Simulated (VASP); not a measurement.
# Si62As (a cell with a defect) in VASP: single point with PBE

Aim: the single point of Si62As (a cell with a defect) with PBE.

Everything below comes from runs of VASP 6.6.1. Logs are shortened: lines on timing, memory, paths and dates and some standing lists are left out, and cuts for length are marked.

### 1 The cell of the first run

The cell holds a defect, 63 atoms: a = 10.860 Å, b = 10.860 Å, c = 10.860 Å, α = 90.00°, β = 90.00°, γ = 90.00°.

### 2 Single point, PBE, collinear spin

INCAR

```
ALGO     = Normal         # electronic algorithm
EDIFF    = 1E-6           # SCF threshold, eV
ENCUT    = 400            # plane-wave cutoff, eV
GGA      = PE             # functional
GGA_COMPAT= False        
ISIF     = 2              # what is computed and relaxed
ISMEAR   = 0              # smearing method
ISPIN    = 2              # spin polarisation
LASPH    = True           # aspherical terms in the spheres
LCHARG   = False          # write CHGCAR
LORBIT   = 11             # projections on sites
LREAL    = Auto         
LWAVE    = False          # write WAVECAR
MAGMOM   = 0 0 0 0 0 0 0 0 0 0 0 0 0 0 0 0 0 0 0 0 0 0 0 0 0 0 0 0 0 0 0 0 0.15 0 0 0 0 0 0 0 0 0 0 0 0 0 0 0 0 0 0 0 0 0 0 0 0 0 0 0 0 0 0 # initial moments
NBANDS   = 168            # bands
NELM     = 200            # most SCF steps
PREC     = Accurate       # precision mode
SIGMA    = 0.02           # smearing width, eV
```

KPOINTS

```
k-points
0
Gamma
  1 1 1
```

POSCAR

```
Si62As
1.0
   10.8600000000      0.0000000000      0.0000000000
    0.0000000000     10.8600000000      0.0000000000
    0.0000000000      0.0000000000     10.8600000000
Si As
62 1
Direct
    0.4970525783     -0.0064212707      0.0068021179
    0.6236859116      0.1225507366      0.1266311234
    0.7485023941      0.2477783610      0.0014790055
    0.8734225599      0.3739420810      0.1255851750
    0.7520118785      0.0018883057      0.2526020258
    0.8786087477      0.1287848066      0.3755117864
   -0.0021849908     -0.0015014733      0.0014701657
    0.1239840700      0.1237572744      0.1252438306
    0.2482576427      0.2479337017      0.0001872007
    0.3745862799      0.3737021179      0.1240838858
    0.4989813076      0.4990318600      0.0003448435
    0.6170333333      0.6244511971      0.1299543278
    0.7446111418      0.7469932781      0.0060361878
    0.8726302947      0.8737015654      0.1266474217
    0.2509187845     -0.0032395948      0.2518775322
    0.3746569061      0.1244430018      0.3747777164
    0.4995311234      0.2493801105      0.2501352670
    0.6236524862      0.3748811234      0.3755767956
    0.7468625230      0.5010097606      0.2517127072
    0.8744286372      0.6248458564      0.3746970534
    0.5000127072     -0.0013425414      0.4991386740
    0.6246000921      0.1234293738      0.6259880295
    0.7493345304      0.2492544199      0.5015502762
    0.8760709945      0.3751431860      0.6238600368
    0.7483768877     -0.0016375691      0.7526795580
    0.8745454880      0.1246704420      0.8750168508
   -0.0023562615      0.4979050645      0.0001626151
    0.1233261510      0.6244290976      0.1239061694
    0.2491540516      0.7485273481      0.0004212707
    0.3738291897      0.8666680479      0.1305497238
    0.0050196133      0.2548431860      0.2527116022
    0.1332103131      0.3833752302      0.3730789134
    0.2586638122      0.5087882136      0.2466528545
    0.6269803867      0.8774828729      0.3735923573
   -0.0010389503     -0.0006285451      0.5017150092
    0.1251290976      0.1261824125      0.6238354512
    0.2505363720      0.2515079190      0.4990824125
    0.3759055249      0.3768756906      0.6227033149
    0.4984327808      0.5047245856      0.4945820442
    0.6232444751      0.6253464088      0.6232160221
    0.7484574586      0.7499162063      0.4988065378
    0.8732034991      0.8745534991      0.6260333333
    0.2509426335      0.0006129834      0.7488582873
    0.3758214549      0.1229917127      0.8768273481
    0.5005681400      0.2500771639      0.7514627072
    0.6274704420      0.3754955801      0.8745218232
    0.7505561694      0.5007105893      0.7487341621
    0.8733607735      0.6257676796      0.8761827808
   -0.0005795580      0.7496452118      0.2501079190
    0.1245162983      0.8739324125      0.3757575506
    0.0014300184      0.5005404236      0.4991351750
    0.1273754144      0.6260558011      0.6220956722
    0.2551410681      0.7488800184      0.4941316759
    0.3753287293      0.8733515654      0.6233354512
   -0.0002849908      0.2496323204      0.7501565378
    0.1247738490      0.3748743094      0.8739897790
    0.2497513812      0.4997618785      0.7487317680
    0.3741187845      0.6240601289      0.8744967772
    0.4996360037      0.7496580110      0.7507091160
    0.6234848987      0.8733737569      0.8782014733
    0.0006602210      0.7499773481      0.7510114180
    0.1254255985      0.8777488950      0.8743731123
    0.4052034991      0.6558838858      0.3406197053
```

Potentials or basis: VASP PAW PBE potentials, release 64 (Si, As).

Command:

```sh
$ cat potpaw_PBE.64/Si/POTCAR potpaw_PBE.64/As/POTCAR > POTCAR
$ mpirun -np 1 vasp_gam > vasp.out
```

OUTCAR:

```text
EDIFF = 1E-6
   ENCUT = 400
   GGA = PE
   ISIF = 2
   ISMEAR = 0
   ISPIN = 2
   LASPH = True
   LORBIT = 11
   LREAL = Auto
   NELM = 200
   PREC = Accurate

 ion  position               nearest neighbor table
   1  0.497  0.994  0.007-  30 2.34  60 2.35   2 2.36  44 2.39
   2  0.624  0.123  0.127-  17 2.35   5 2.35   3 2.35   1 2.36
   3  0.749  0.248  0.001-   2 2.35   4 2.35  26 2.36  46 2.36
   4  0.873  0.374  0.126-  27 2.34   3 2.35  31 2.37  19 2.38
   5  0.752  0.002  0.253-  34 2.32  14 2.35   2 2.35   6 2.36
   6  0.879  0.129  0.376-  31 2.35  23 2.36  35 2.36   5 2.36
   7  0.998  0.998  0.001-  14 2.35   8 2.35  62 2.35  26 2.36
   8  0.124  0.124  0.125-   9 2.34   7 2.35  31 2.37  15 2.39
   9  0.248  0.248  0.000-   8 2.34  44 2.36  10 2.36  56 2.36
  10  0.375  0.374  0.124-  11 2.34  33 2.35  17 2.35   9 2.36
  11  0.499  0.499  0.000-  12 2.34  10 2.34  58 2.36  46 2.37
  12  0.617  0.624  0.130-  11 2.34  13 2.35  19 2.35
  13  0.745  0.747  0.006-  12 2.35  60 2.35  14 2.35  48 2.38
  14  0.873  0.874  0.127-  49 2.35   5 2.35   7 2.35  13 2.35
  15  0.251  0.997  0.252-  50 2.34  16 2.35  30 2.35   8 2.39
  16  0.375  0.124  0.375-  15 2.35  17 2.35  21 2.35  37 2.35
  17  0.500  0.249  0.250-  16 2.35   2 2.35  18 2.35  10 2.35
[... 43 lines left out ...]
  61  0.001  0.750  0.751-  62 2.36  48 2.36  42 2.36  52 2.38
  62  0.125  0.878  0.874-  43 2.34   7 2.35  61 2.36  29 2.38
  63  0.405  0.656  0.341-  33 2.48  53 2.54  39 2.55

  LATTYP: Found a simple cubic cell.
 ALAT       =    10.8600000000

  Lattice vectors:

 A1 = (  10.8600000000,   0.0000000000,   0.0000000000)
 A2 = (   0.0000000000,  10.8600000000,   0.0000000000)
 A3 = (   0.0000000000,   0.0000000000,  10.8600000000)

Analysis of symmetry for initial positions (statically):
=====================================================================
 Subroutine PRICEL returns:
 Original cell was already a primitive cell.

 Routine SETGRP: Setting up the symmetry group for a
 simple cubic supercell.

 Subroutine GETGRP returns: Found  1 space group operations
 (whereof  1 operations were pure point group operations)
 out of a pool of 48 trial point group operations.

The static configuration has the point symmetry C_1 .

Analysis of symmetry for dynamics (positions and initial velocities):
=====================================================================
 Subroutine PRICEL returns:
 Original cell was already a primitive cell.

 Routine SETGRP: Setting up the symmetry group for a
 simple cubic supercell.

 Subroutine GETGRP returns: Found  1 space group operations
 (whereof  1 operations were pure point group operations)
 out of a pool of 48 trial point group operations.
[... 257 lines left out ...]
  ---------------------------------------------------
  free energy    TOTEN  =      -331.82028109 eV

  energy without entropy =     -331.82023656  energy(sigma->0) =     -331.82025883

 E-fermi :   6.2232     XC(G=0):  -9.3488

 val. band max:        6.1761190364   @ k =   0.0000   0.0000   0.0000
 cond. band min:       6.2702248712   @ k =   0.0000   0.0000   0.0000
 fundamental gap:      0.0941058348
 Fermi energy:         6.2231719535

 spin component 1

 k-point     1 :       0.0000    0.0000    0.0000
  band No.  band energies     occupation
      1      -6.2996      1.00000
      2      -5.6821      1.00000
      3      -5.1597      1.00000
      4      -5.1587      1.00000
      5      -5.1507      1.00000
      6      -5.1452      1.00000
[... 130 lines left out ...]
    137       6.8744      0.00000
    138       6.9218      0.00000
 Fermi energy:         6.2231719535

 spin component 2

 k-point     1 :       0.0000    0.0000    0.0000
  band No.  band energies     occupation
      1      -6.2875      1.00000
      2      -5.6724      1.00000
      3      -5.1512      1.00000
      4      -5.1449      1.00000
      5      -5.1362      1.00000
      6      -5.1346      1.00000
[... 130 lines left out ...]
    137       6.8980      0.00000
    138       6.9419      0.00000
 [bands above 138 left out]

------------------------ aborting loop because EDIFF is reached ----------------------------------------

  FORCE on cell =-STRESS in cart. coord.  units (eV):
  Direction    XX          YY          ZZ          XY          YZ          ZX
  --------------------------------------------------------------------------------------
  -------------------------------------------------------------------------------------
  Total       14.4268127     14.8786441     15.0327938      4.4176321      0.4435819     -0.6584416
  in kB       18.0464382     18.6116322     18.8044574      5.5259970      0.5548747     -0.8236418
  external PRESSURE =      18.4875093 kB  Pullay stress =       0.0000000 kB

 VOLUME and BASIS-vectors are now :
 -----------------------------------------------------------------------------
  energy-cutoff  :      400.00
  volume of cell :     1280.82
      direct lattice vectors                 reciprocal lattice vectors
    10.860000000  0.000000000  0.000000000     0.092081031  0.000000000  0.000000000
     0.000000000 10.860000000  0.000000000     0.000000000  0.092081031  0.000000000
     0.000000000  0.000000000 10.860000000     0.000000000  0.000000000  0.092081031

 POSITION                                       TOTAL-FORCE (eV/Angst)
 -----------------------------------------------------------------------------------
      5.39799     10.79027      0.07387         0.022875      0.091742     -0.084398
      6.77323      1.33090      1.37521         0.010345      0.017776     -0.008488
      8.12874      2.69087      0.01606         0.001887      0.019496     -0.005623
      9.48537      4.06101      1.36386        -0.005206      0.018428     -0.017037
      8.16685      0.02051      2.74326         0.006130      0.007439     -0.019150
      9.54169      1.39860      4.07806        -0.012574     -0.007298     -0.023241
[... 55 lines left out ...]
      1.36212      9.53235      9.49569         0.014262     -0.011838      0.015661
      4.40051      7.12290      3.69913        -0.307044     -0.333157      0.556482
 -----------------------------------------------------------------------------------
    total drift:                               -0.002599     -0.000216     -0.001510

  FREE ENERGIE OF THE ION-ELECTRON SYSTEM (eV)
  ---------------------------------------------------
  free  energy   TOTEN  =      -331.8202810918 eV

  energy  without entropy=     -331.8202365610  energy(sigma->0) =     -331.82025883

 total charge

# of ion       s       p       d       tot
------------------------------------------
    1        0.739   0.948   0.000   1.687
    2        0.739   0.959   0.000   1.698
    3        0.738   0.957   0.000   1.696
    4        0.746   0.941   0.000   1.686
    5        0.738   0.956   0.000   1.694
    6        0.743   0.945   0.000   1.689
[... 55 lines left out ...]
   62        0.745   0.945   0.000   1.689
   63        1.321   1.363   0.035   2.718
--------------------------------------------------
tot         47.357  60.056   0.035 107.447

 magnetization (x)

# of ion       s       p       d       tot
------------------------------------------
    1        0.000   0.001   0.000   0.001
    2        0.001   0.000   0.000   0.001
    3       -0.000   0.002   0.000   0.002
    4        0.002   0.002   0.000   0.003
    5       -0.000   0.001   0.000   0.000
    6        0.004   0.009   0.000   0.013
[... 55 lines left out ...]
   62        0.000   0.004   0.000   0.005
   63       -0.000   0.002   0.002   0.003
--------------------------------------------------
tot          0.070   0.281   0.002   0.352
```

Wall time 6.5 min (1 thread of Intel Xeon Platinum 8375C at 2.90GHz (Ice Lake), shared host); peak memory 1 GiB.

Results:

| Item | Value |
| --- | --- |
| Free energy | -331.8203 eV |
| Pressure | 1.8 GPa |
| Largest force | 0.718 eV/Å |
| Net moment | 1.00 μB per cell |
| Site moments | Si +0.00, +0.01, +0.05, -0.00, +0.14 (each value once); As +0.00 μB |
| Valence electrons inside the program's atomic spheres | Si 1.69, 1.70, 1.65, 1.64, 1.68, 1.66 (each value once); As 2.72 |

Forces on the atoms (eV/Å):
```
Si   0.023  0.092 -0.084
Si   0.010  0.018 -0.008
Si   0.002  0.019 -0.006
Si  -0.005  0.018 -0.017
Si   0.006  0.007 -0.019
Si  -0.013 -0.007 -0.023
Si   0.012  0.004 -0.002
Si   0.027 -0.017 -0.016
Si   0.024  0.018  0.007
Si   0.012  0.015  0.026
Si  -0.005  0.021  0.007
Si   0.086  0.065 -0.119
Si   0.072  0.013 -0.069
Si   0.018  0.004 -0.010
Si   0.029 -0.010  0.021
Si   0.007 -0.002 -0.003
Si   0.006 -0.001 -0.001
Si   0.005 -0.004 -0.004
Si  -0.011  0.030  0.007
Si  -0.008  0.003 -0.010
Si  -0.005  0.006  0.012
Si   0.013  0.006 -0.012
Si   0.008  0.003 -0.016
Si  -0.011  0.000  0.006
Si   0.005  0.009 -0.010
Si   0.005  0.006 -0.005
Si   0.011  0.026  0.006
Si   0.019  0.010  0.028
Si   0.031 -0.009  0.014
Si   0.080  0.111 -0.129
Si  -0.019 -0.026  0.000
Si  -0.066 -0.064  0.015
Si  -0.088 -0.092  0.048
Si   0.024  0.030 -0.015
Si  -0.001  0.007 -0.016
Si  -0.002 -0.014  0.003
Si  -0.009 -0.019  0.007
Si  -0.019  0.004 -0.007
Si  -0.027  0.005 -0.004
Si   0.000 -0.004  0.004
Si   0.002  0.001  0.004
Si   0.004  0.008 -0.011
Si   0.003 -0.006 -0.001
Si  -0.001  0.046 -0.047
Si  -0.002  0.027 -0.037
Si  -0.006  0.008 -0.001
Si  -0.005  0.009  0.002
Si   0.042  0.002 -0.043
Si  -0.002  0.002  0.002
Si  -0.005  0.002 -0.005
Si  -0.021 -0.003  0.004
Si   0.000 -0.021 -0.006
Si  -0.006 -0.024  0.009
Si   0.000  0.002  0.006
Si   0.000 -0.002  0.001
Si  -0.002  0.002  0.007
Si  -0.004 -0.002  0.006
Si   0.004 -0.003 -0.008
Si   0.006  0.004 -0.009
Si   0.011  0.007 -0.019
Si   0.028  0.002 -0.033
Si   0.014 -0.012  0.016
As  -0.307 -0.333  0.556
```

Stress tensor (GPa, compression positive):
```
 1.80  0.55 -0.08
 0.55  1.86  0.06
-0.08  0.06  1.88
```

Caveat: the k points lie up to 0.58 Å⁻¹ apart.
